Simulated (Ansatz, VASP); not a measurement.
One calculation of HgTe, two programs

```
CELL_PARAMETERS angstrom
0.00000 3.22350 3.06232
3.22350 0.00000 3.06232
3.22350 3.22350 0.00000
ATOMIC_POSITIONS crystal
Hg 0.00000 0.00000 0.00000
Te 0.75000 0.75000 0.75000
```

Change from the starting cell: strain +0.000 along x and y, -0.050 along z, atoms carried along.

Alike in both runs: task single point; functional PBEsol; k mesh 14 × 14 × 14; occupations gaussian, width 0.15 eV; no spin polarisation.

```csv
,VASP,Ansatz
version,VASP 6.6.1,Ansatz 0.2.0
potentials or method,"VASP PAW PBE potentials, release 64 (Hg, Te), cutoff 520 eV","scalar-relativistic, plane waves, PAW"
valence electrons in the cell,18,36
```

```csv
,VASP,Ansatz,Ansatz less VASP
pressure (GPa),4.2,4.1,-0.16
"traceless stress, the component that is largest in VASP (GPa)",0.37,0.37,+0.001
```

VASP's potentials were made for PBE, not for PBEsol. VASP's potentials hold 18 valence electrons a cell and Ansatz's 36, so a difference there can come from the potentials and not from the codes.

Spin-orbit coupling is off throughout.
